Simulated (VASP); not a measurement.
Runs of VASP 6.6.1 on La. The structure is that of space group Fm-3m (No. 225), or close to it. The cells are those of the table. 

| task | level | cell | cutoff (eV) | gap on the mesh (eV) | pressure (GPa) |
| --- | --- | --- | --- | --- | --- |
| single point | PBE | a = 3.617 Å, angles 60.0°, 1 atom | 500 | none | 2.4 |
| relaxation of cell and atoms | PBEsol | relaxed from a = 3.677 Å, angles 60.0°, 1 atom | 600 | none | 0.0 |
| single point | PBEsol | a = 3.617 Å, angles 60.0°, 1 atom | 520 | none | (a) |
| single point | r2SCAN | a = 3.617 Å, angles 60.0°, 1 atom | 520 | none | 2.2 |

Alike in all rows: potentials or basis VASP PAW PBE potentials, release 64 (La); no spin polarisation; k mesh 9 × 9 × 9; smearing fermi-dirac 0.05 eV.

Task: Fill in the values left out.

Result: (a) -0.1.

Caveats: spin-orbit coupling is left out, which moves the levels of the heavy elements; the PAW data sets were made with another functional, which shifts forces and pressure a little (some runs).

A k mesh can miss the band edges, and the runs leave out spin-orbit coupling on La.

A gap of «none» marks levels without a gap at the run's occupations.
